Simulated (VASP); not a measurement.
# BN (P1) in VASP: further runs

The runs below take BN through single point, with PBEsol.

Everything below comes from runs of VASP 6.6.1. Logs are shortened: lines on timing, memory, paths and dates and some standing lists are left out, and cuts for length are marked.

### Step 1. The cell of the first run

The typed cell holds 2 atoms: a = 2.508 Å, b = 2.508 Å, c = 3.274 Å, α = 101.11°, β = 101.11°, γ = 119.81°.

### Step 2. Single point, PBEsol

The input, INCAR:

```
PREC = Accurate ; ENCUT = 520
EDIFF = 1E-6 ; ISMEAR = 0
SIGMA = 0.01 ; LREAL = F
LASPH = T ; NELM = 80
ALGO = Normal ; ISIF = 2
LWAVE = F ; LCHARG = F
GGA = PS ; NBANDS = 11
```

The input, KPOINTS:

```
regular mesh
0
Gamma
  10 10 6
```

The input, POSCAR:

```
BN
1.0
    2.5080410000      0.0000000000      0.0000000000
   -1.2467110000      2.1762310000      0.0000000000
   -0.6306650000     -1.0881160000      3.0225400000
B N
1 1
Direct
    0.9796430000      0.9834990000      0.0018060000
    0.6685060000      0.3323850000      0.9849990000
```

Potentials or basis: VASP PAW PBE potentials, release 64 (B, N).

Started as:

```sh
$ cat potpaw_PBE.64/B/POTCAR potpaw_PBE.64/N/POTCAR > POTCAR
$ mpirun -np 1 vasp_std > vasp.out
```

OUTCAR:

```text
PREC = Accurate
   ENCUT = 520
   EDIFF = 1E-6
   ISMEAR = 0
   LREAL = F
   LASPH = T
   NELM = 80
   ISIF = 2
   GGA = PS

 ion  position               nearest neighbor table
   1  0.980  0.983  0.002-   2 1.40   2 1.43   2 1.52
   2  0.669  0.332  0.985-   1 1.40   1 1.43   1 1.52

  LATTYP: Found a face centered orthorhombic cell.
 ALAT       =     2.5153398844
 B/A-ratio  =     1.7253462546
 C/A-ratio  =     2.4032855509

  Lattice vectors:

 A1 = (  -1.8773760000,   1.0881150000,   3.0225400000)
 A2 = (   0.6306650000,   1.0881150000,   3.0225400000)
 A3 = (  -1.2467110000,   2.1762310000,   0.0000000000)

Analysis of symmetry for initial positions (statically):
=====================================================================
 Subroutine PRICEL returns:
 Original cell was already a primitive cell.

 Routine SETGRP: Setting up the symmetry group for a
 face centered orthorhombic supercell.

 Subroutine GETGRP returns: Found  1 space group operations
 (whereof  1 operations were pure point group operations)
 out of a pool of  8 trial point group operations.

The static configuration has the point symmetry C_1 .

Analysis of symmetry for dynamics (positions and initial velocities):
=====================================================================
 Subroutine PRICEL returns:
 Original cell was already a primitive cell.

 Routine SETGRP: Setting up the symmetry group for a
 face centered orthorhombic supercell.

 Subroutine GETGRP returns: Found  1 space group operations
 (whereof  1 operations were pure point group operations)
 out of a pool of  8 trial point group operations.

The dynamic configuration has the point symmetry C_1 .

 Subroutine INISYM returns: Found  1 space group operations
 (whereof  1 operations are pure point group operations),
 and found     1 'primitive' translations

----------------------------------------------------------------------------------------

                                     Primitive cell

  volume of cell :      16.4973

  direct lattice vectors                    reciprocal lattice vectors
     2.508041000  0.000000000  0.000000000     0.398717565  0.228415813  0.165423820
    -1.246711000  2.176231000  0.000000000     0.000000000  0.459510043  0.165423859
    -0.630665000 -1.088116000  3.022540000     0.000000000  0.000000000  0.330847565

  length of vectors
     2.508041000  2.508041005  3.273756684     0.488379484  0.488379496  0.330847565

  position of ions in fractional coordinates (direct lattice)
     0.979643000  0.983499000  0.001806000
     0.668506000  0.332385000  0.984999000

  ion indices of the primitive-cell ions
   primitive index   ion index
                 1           1
                 2           2

----------------------------------------------------------------------------------------

 KPOINTS: regular mesh

Automatic generation of k-mesh.
 Grid dimensions read from file:
 generate k-points for:   10   10    6

 Generating k-lattice:

  Cartesian coordinates                     Fractional coordinates (reciprocal lattice)
     0.039871756  0.022841581  0.016542382     0.100000000  0.000000000  0.000000000
     0.000000000  0.045951004  0.016542386     0.000000000  0.100000000 -0.000000000
     0.000000000  0.000000000  0.055141261     0.000000000  0.000000000  0.166666667

  Length of vectors
     0.048837948  0.048837950  0.055141261

  Shift w.r.t. Gamma in fractional coordinates (k-lattice)
     0.000000000  0.000000000  0.000000000

 -----------------------------------------------------------------------------
|                                                                             |
|           W    W    AA    RRRRR   N    N  II  N    N   GGGG   !!!           |
|           W    W   A  A   R    R  NN   N  II  NN   N  G    G  !!!           |
|           W    W  A    A  R    R  N N  N  II  N N  N  G       !!!           |
|           W WW W  AAAAAA  RRRRR   N  N N  II  N  N N  G  GGG   !            |
|           WW  WW  A    A  R   R   N   NN  II  N   NN  G    G                |
|           W    W  A    A  R    R  N    N  II  N    N   GGGG   !!!           |
|                                                                             |
|     Your reciprocal lattice and k-lattice belong to different lattice       |
|     classes:                                                                |
|                                                                             |
|        The reciprocal lattice is body-centered orthorhombic,                |
|        whereas your k-lattice is base-centered monoclinic.                  |
|                                                                             |
|     Results are often still useful ...                                      |
|                                                                             |
 -----------------------------------------------------------------------------

 WARNING: IBZKPT: internal override: KBLOWUP is changed to .FALSE.
      ... skipping the blow-up phase ...

 Subroutine IBZKPT returns following result:
 ===========================================

 Found    304 irreducible k-points:

 Following reciprocal coordinates:
            Coordinates               Weight
  0.000000  0.000000  0.000000      1.000000
  0.100000 -0.000000  0.000000      2.000000
  0.200000 -0.000000  0.000000      2.000000
  0.300000 -0.000000  0.000000      2.000000
  0.400000  0.000000  0.000000      2.000000
  0.500000  0.000000 -0.000000      1.000000
[... 16 lines left out ...]
 -0.400000  0.200000  0.000000      2.000000
 -0.300000  0.200000  0.000000      2.000000
 [... further k-points ...]
   k-points           NKPTS =    304   k-points in BZ     NKDIM =    304   number of bands    NBANDS=     11
   number of dos      NEDOS =    301   number of ions     NIONS =      2
   total plane-waves  NPLWV =   9600
   dimension x,y,z NGX =    20 NGY =   20 NGZ =   24
   dimension x,y,z NGXF=    40 NGYF=   40 NGZF=   48
   ions per type =               1   1
   NGX,Y,Z   is equivalent  to a cutoff of  13.26, 13.26, 12.19 a.u.
   NGXF,Y,Z  is equivalent  to a cutoff of  26.51, 26.51, 24.38 a.u.
 SYSTEM =  unknown system
   PREC   = accura    normal or accurate (medium, high low for compatibility)
   ISTART =      0    job   : 0-new  1-cont  2-samecut
   ICHARG =      2    charge: 1-file 2-atom 10-const
   ISPIN  =      1    spin polarized calculation?
   LNONCOLLINEAR =      F non collinear calculations
   LSORBIT =      F    spin-orbit coupling
   LASPH  =      T    aspherical Exc in radial PAW
   ENCUT  =  520.0 eV  38.22 Ry    6.18 a.u.   4.66  4.66  6.09*2*pi/ulx,y,z
   NELM   =     80;   NELMIN=  2; NELMDL= -5     # of ELM steps
   EDIFF  = 0.1E-05   stopping-criterion for ELM
   LREAL  =      F    real-space projection
   EDIFFG = 0.1E-04   stopping-criterion for IOM
   NSW    =      0    number of steps for IOM
   IBRION =     -1    ionic relax: 0-MD 1-quasi-New 2-CG
   NFREE  =      0    steps in history (QN), initial steepest desc. (CG)
   ISIF   =      2    stress and relaxation
   ISYM   =      2    0-nonsym 1-usesym 2-fastsym
   POTIM  = 0.5000    time-step for ionic-motion
   TEBEG  =    0.0;   TEEND  =   0.0 temperature during run
   PSTRESS=    0.0 pullay stress
   NELECT =       8.0000    total number of electrons
   NUPDOWN=      -1.0000    fix difference up-down
   EMIN   =  10.00;   EMAX   =-10.00  energy-range for DOS
   EFERMI =   0.00;   METHOD = LEGACY
   ISMEAR =     0;   SIGMA  =   0.01  broadening in eV -4-tet -1-fermi 0-gaus
   EFERMI_NEDOS =   21; number of points for ismear=-14 and -15
   IALGO  =     38    algorithm
   IMIX   =      4    mixing-type and parameters
     AMIX     =   0.40;   BMIX     =  1.00
     AMIX_MAG =   1.60;   BMIX_MAG =  1.00
  volume/ion in A,a.u.               =       8.25        55.66
  Fermi-wavevector in a.u.,A,eV,Ry     =   1.286178  2.430523 22.507475  1.654253
  Thomas-Fermi vector in A             =   2.418268
   LORBIT       =      0    0 simple, 1 ext, 2 COOP (PROOUT), +10 PAW based schemes
   GGA     = PS    functional components
   LHFCALC =     F    Hartree Fock is set to
   AEXX    =    0.0000 exact exchange contribution
   IVDW    =     0    specifies the selected vdW correction
   LEPSILON=     F    determine dielectric tensor
   LRPA    =     F    only Hartree local field effects (RPA)
 non-spin polarized calculation
 Gauss-broadening in eV      SIGMA  =   0.01
  energy-cutoff  :      520.00
  volume of cell :       16.50
 maximum number of plane-waves:       460
   NGX =  9   NGY =  9   NGZ = 13

 number of electron       8.0000000 magnetization

 Free energy of the ion-electron system (eV)
  ---------------------------------------------------
  ext. energy  EPLUGINS =         0.00000000
  ---------------------------------------------------
  free energy    TOTEN  =       -18.13756281 eV

  energy without entropy =      -18.13756281  energy(sigma->0) =      -18.13756281

 E-fermi :   3.4440     XC(G=0): -10.9171

 val. band max:        3.3352031373   @ k =   0.4000   0.4000   0.1667
 cond. band min:       6.0421793813   @ k =   0.5000   0.5000   0.5000
 fundamental gap:      2.7069762441
 Fermi energy:         3.4439910978

 k-point     1 :       0.0000    0.0000    0.0000
  band No.  band energies     occupation
      1     -14.9141      2.00000
      2      -0.4765      2.00000
      3       0.8860      2.00000
      4       2.5024      2.00000
      5       8.6148      0.00000
      6      13.4814      0.00000
      7      15.5687      0.00000
      8      16.2000      0.00000
      9      18.1595      0.00000
     10      28.3956      0.00000
     11      30.3685      0.00000

 k-point     2 :       0.1000   -0.0000    0.0000
  band No.  band energies     occupation
      1     -14.7003      2.00000
      2      -0.3706      2.00000
      3       0.5738      2.00000
      4       1.5993      2.00000
      5       9.1444      0.00000
      6      13.6062      0.00000
      7      15.5123      0.00000
      8      16.3508      0.00000
      9      18.6450      0.00000
     10      27.4158      0.00000
     11      28.9678      0.00000
[... 295 lines left out ...]
 k-point    24 :      -0.3000    0.2000    0.0000
  band No.  band energies     occupation
      1     -13.5637      2.00000
      2      -2.3976      2.00000
      3      -0.2854      2.00000
      4       0.9285      2.00000
      5      10.7274      0.00000
      6      12.9931      0.00000
      7      14.1145      0.00000
      8      19.0159      0.00000
      9      21.0401      0.00000
     10      23.1064      0.00000
     11      28.0904      0.00000

 [... further k-points ...]

------------------------ aborting loop because EDIFF is reached ----------------------------------------

  FORCE on cell =-STRESS in cart. coord.  units (eV):
  Direction    XX          YY          ZZ          XY          YZ          ZX
  --------------------------------------------------------------------------------------
  -------------------------------------------------------------------------------------
  Total       -0.6075969      0.6805222      0.5112773     -0.5398968      0.1221513      0.0567095
  in kB      -59.0084876     66.0908312     49.6541358    -52.4335994     11.8630655      5.5075021
  external PRESSURE =      18.9121598 kB  Pullay stress =       0.0000000 kB

 VOLUME and BASIS-vectors are now :
 -----------------------------------------------------------------------------
  energy-cutoff  :      520.00
  volume of cell :       16.50
      direct lattice vectors                 reciprocal lattice vectors
     2.508041000  0.000000000  0.000000000     0.398717565  0.228415813  0.165423820
    -1.246711000  2.176231000  0.000000000     0.000000000  0.459510043  0.165423859
    -0.630665000 -1.088116000  3.022540000     0.000000000  0.000000000  0.330847565

 POSITION                                       TOTAL-FORCE (eV/Angst)
 -----------------------------------------------------------------------------------
      1.22971      2.13836      0.00546         1.667072      2.093195     -0.583547
      0.64105     -0.34845      2.97720        -1.667072     -2.093195      0.583547
 -----------------------------------------------------------------------------------
    total drift:                               -0.000231     -0.000067     -0.000206

  FREE ENERGIE OF THE ION-ELECTRON SYSTEM (eV)
  ---------------------------------------------------
  free  energy   TOTEN  =       -18.1375628127 eV

  energy  without entropy=      -18.1375628127  energy(sigma->0) =      -18.13756281
```

Wall time 63 s (1 thread of Intel Xeon 8259CL, shared host); peak memory 0.16 GiB.

Results:

```
Free energy            : -18.1376 eV
Pressure               : 1.9 GPa
Largest force          : 2.739 eV/Å
Band gap on the k mesh : 2.71 eV (least direct gap 4.52 eV)
```

Forces on the atoms (eV/Å):
```
B    1.667  2.093 -0.584
N   -1.667 -2.093  0.584
```

Levels at points of the mesh, in eV from the valence-band top:
| k point | band 1 | band 2 | band 3 | band 4 | band 5 | band 6 | band 7 | band 8 | band 9 |
| --- | --- | --- | --- | --- | --- | --- | --- | --- | --- |
| (0.00, 0.00, 0.00) | -18.25 | -3.81 | -2.45 | -0.83 | 5.28 | 10.15 | 12.23 | 12.86 | 14.82 |
| (0.50, 0.00, 0.00) | -14.79 | -9.11 | -4.85 | -1.62 | 4.79 | 9.38 | 13.45 | 17.01 | 20.33 |
| (0.00, 0.50, 0.00) | -14.96 | -9.36 | -4.11 | -1.10 | 3.68 | 9.51 | 13.72 | 17.08 | 20.48 |
| (0.50, 0.50, 0.00) | -15.05 | -9.55 | -4.26 | -0.15 | 6.16 | 8.93 | 12.23 | 14.43 | 19.93 |
| (0.00, 0.00, 0.50) | -17.66 | -7.13 | -2.47 | -0.88 | 9.85 | 10.62 | 12.21 | 12.40 | 17.85 |
| (0.50, 0.00, 0.50) | -14.79 | -9.12 | -4.85 | -1.51 | 4.46 | 9.42 | 13.69 | 17.23 | 20.69 |
| (0.00, 0.50, 0.50) | -14.96 | -9.35 | -4.11 | -1.20 | 3.90 | 9.44 | 13.60 | 16.92 | 20.79 |
| (0.50, 0.50, 0.50) | -14.71 | -9.00 | -4.41 | -2.26 | 2.71 | 9.04 | 15.27 | 19.52 | 21.01 |

Caveat: the PAW data sets were made with another functional, which shifts forces and pressure a little. A k mesh can miss the band edges.

### Step 3. Single point, PBEsol

This run uses another cell than the first one, of 8.45 Å³/atom.

The input, INCAR:

```
SYSTEM = BN
ALGO = Normal
EDIFF = 1E-6
ENCUT = 520
GGA = PS
ISIF = 2
ISMEAR = 0
LASPH = .TRUE.
LCHARG = .FALSE.
LREAL = .FALSE.
LWAVE = .FALSE.
NBANDS = 11
NELM = 60
PREC = Accurate
SIGMA = 0.01
```

The input, KPOINTS:

```
k-points
0
G
  10 10 6
  0 0 0
```

The input, POSCAR:

```
BN
1.0
    2.5287695516      0.0000000000      0.0000000000
   -1.2570148640      2.1942171958      0.0000000000
   -0.6358773438     -1.0971091020      3.0475208023
B N
1 1
Direct
    0.9796430000      0.9834990000      0.0018060000
    0.6685060000      0.3323850000      0.9849990000
```

Potentials or basis: VASP PAW PBE potentials, release 64 (B, N).

Started as:

```sh
$ cat potpaw_PBE.64/B/POTCAR potpaw_PBE.64/N/POTCAR > POTCAR
$ mpirun -np 1 vasp_std > vasp.out
```

Wall time 79 s (1 thread of Intel Xeon 8259CL, shared host); peak memory 0.17 GiB.

It converged, with:

```
Free energy            : -18.1345 eV
Pressure               : -4.5 GPa
Largest force          : 2.591 eV/Å
Band gap on the k mesh : 2.72 eV (least direct gap 4.47 eV)
```

Forces in eV/Å, atoms in the order of the input:
```
B    1.570  1.973 -0.600
N   -1.570 -1.973  0.600
```

Stress tensor (GPa, compression positive):
```
-14.13  -4.33   0.50
 -4.33  -3.70   1.10
  0.50   1.10   4.31
```

Levels at points of the mesh, in eV from the valence-band top:
```
           k point  band 1  band 2  band 3  band 4  band 5  band 6  band 7  band 8  band 9
(0.00, 0.00, 0.00)  -18.07   -3.73   -2.45   -0.86    5.20    9.97   12.03   12.58   14.41
(0.50, 0.00, 0.00)  -14.71   -8.99   -4.80   -1.57    4.75    9.14   13.27   16.76   19.97
(0.00, 0.50, 0.00)  -14.86   -9.25   -4.06   -1.06    3.66    9.27   13.54   16.85   20.07
(0.50, 0.50, 0.00)  -14.95   -9.43   -4.21   -0.15    6.06    8.71   12.09   14.27   19.72
(0.00, 0.00, 0.50)  -17.51   -6.94   -2.47   -0.90    9.66   10.40   11.94   12.04   17.55
(0.50, 0.00, 0.50)  -14.71   -9.00   -4.80   -1.47    4.43    9.18   13.50   16.99   20.33
(0.00, 0.50, 0.50)  -14.87   -9.25   -4.06   -1.16    3.87    9.21   13.43   16.68   20.35
(0.50, 0.50, 0.50)  -14.63   -8.90   -4.36   -2.18    2.72    8.82   15.05   19.10   20.57
```

Caveat: the cell stands under tension; the PAW data sets were made with another functional, which shifts forces and pressure a little. A k mesh can miss the band edges.
